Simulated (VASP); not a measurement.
The system is CdS.

```
Cd S
1.0
     0.00000    2.88663    2.88663
     2.88663    0.00000    2.88663
     2.88663    2.88663    0.00000
Cd S
1 1
Direct
  0.00000 0.00000 0.00000
  0.75000 0.75000 0.75000
```

```yaml
Program: VASP 6.6.1
Task: relaxation of cell and atoms
Functional: r2SCAN
Potentials_or_basis: VASP PAW PBE potentials, release 64 (Cd, S)
Cutoff: 550 eV
k_mesh: 8 × 8 × 8
Occupations: gaussian, width 0.02 eV
Spin: no spin polarisation
```

At the start: pressure 4.0 GPa; volume 24.05 Å³/atom.

Q: Where does the relaxation end?

A: Over 3 steps the energy falls by 17.4 meV/atom and the volume is 25.51 Å³/atom (+6.0 %); space group F-43m (No. 216, to 0.1 Å) before and after.

Step by step:
```csv
step,energy change (eV),largest force (eV/Å),pressure (GPa),volume (Å³)
1,0.0000,0.0000,4.05,48.11
2,-0.0274,0.0000,-1.58,52.47
3,-0.0348,0.0000,0.01,51.01
```

Final structure:
```
Cd S
1.0
     0.00000    2.94362    2.94362
     2.94362    0.00000    2.94362
     2.94362    2.94362    0.00000
Cd S
1 1
Cartesian
  0.0000 0.0000 0.0000
  4.4154 4.4154 4.4154
```

Caveat: the PAW data sets were made with another functional, which shifts forces and pressure a little.
